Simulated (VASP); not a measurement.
Write the native input for VASP 6.6.1 that does the following.

```
Task                   : single point
Functional             : PBEsol
Potentials or basis    : VASP PAW PBE potentials, release 64 (Al, Pt)
Cutoff                 : 520 eV
k mesh                 : 8 × 8 × 6
Occupations            : gaussian, width 0.1 eV
Spin                   : no spin polarisation
Dipole correction      : no
Further INCAR settings : ALGO = Fast; EDIFF = 1e-07; NBANDS = 25
```

The structure of Al2Pt lies in POSCAR:

```
Al2Pt
1.0
    2.9482572945      2.9482572945      0.0000000000
   -2.9482572945      2.9482572945      0.0000000000
    0.0000000000      0.0000000000      6.0734100268
Al Pt
4 2
Direct
    0.0000000000      0.5000000000      0.7500000000
    0.5000000000      0.0000000000      0.7500000000
    0.5000000000      0.0000000000      0.2500000000
    0.0000000000      0.5000000000      0.2500000000
    0.0000000000      0.0000000000      0.0000000000
    0.5000000000      0.5000000000      0.5000000000
```

This cell differs from its parent crystal: strain along c alone, the other axes held: +3.0 %.

One way to write it, as run:

INCAR

```
SYSTEM = Al2Pt
  ALGO = Fast
  EDIFF = 1E-7
  ENCUT = 520
  GGA = PS
  ISIF = 2
  ISMEAR = 0
  LASPH = .TRUE.
  LCHARG = .TRUE.
  LELF = .TRUE.
  LREAL = .FALSE.
  LVHAR = .TRUE.
  LWAVE = .FALSE.
  NBANDS = 25
  NELM = 100
  PREC = Accurate
  SIGMA = 0.1
```

KPOINTS

```
k-points
0
G
  8 8 6
  0 0 0
```

Potentials or basis: VASP PAW PBE potentials, release 64 (Al, Pt).

Command:

```console
$ cat potpaw_PBE.64/Al/POTCAR potpaw_PBE.64/Pt/POTCAR > POTCAR
$ mpirun -np 1 vasp_std > vasp.out
```

It gave:

| Item | Value |
| --- | --- |
| Pressure | -3.9 GPa |
| Band gap on the k mesh | zero (band 16 reaches 10.39 eV, above the bottom of band 17 at 6.02 eV) |

Caveat: the cell differs from its parent crystal (strain along c alone, the other axes held: +3.0 %); the PAW data sets were made with another functional, which shifts forces and pressure a little; spin-orbit coupling is left out, which moves the levels of the heavy elements.

Wall time 100 s on 1 thread of AMD EPYC 9R14 (Zen 4) (shared host), peak memory 0.27 GiB.
